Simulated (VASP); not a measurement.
A run of VASP 6.6.1 is set up as follows.

INCAR

```
PREC = Accurate
ENCUT = 520
EDIFF = 1E-6
ISMEAR = 0
SIGMA = 0.1
LREAL = F
LASPH = T
NELM = 80
ALGO = Normal
ISIF = 2
LWAVE = F
LCHARG = T
GGA = PE
IVDW = 12
LELF = T
LVHAR = T
NBANDS = 11
```

The input KPOINTS:

```
Automatic mesh
0
Gamma
  9 9 9
```

The input POSCAR:

```
Hf
1.0
   -1.8345954241      1.8345954241      1.8345954241
    1.8345954241     -1.8345954241      1.8345954241
    1.8345954241      1.8345954241     -1.8345954241
Hf
1
Direct
    0.0000000000      0.0000000000      0.0000000000
```

Potentials or basis: VASP PAW PBE potentials, release 64 (Hf_pv).

The run is started by

```bash
$ cat potpaw_PBE.64/Hf_pv/POTCAR > POTCAR
$ mpirun -np 1 vasp_std > vasp.out
```

Q: Estimate the band gap on the k mesh.

A: Zero (band 5 reaches 5.37 eV, above the bottom of band 6 at 3.26 eV).

Q: Estimate the dispersion energy per atom.

A: -0.406 eV.

Q: Estimate the pressure.

A: -11.4 GPa.

Caveat: spin-orbit coupling is left out, which moves the levels of the heavy elements; pairwise dispersion overbinds metals, which lowers pressure and volume.
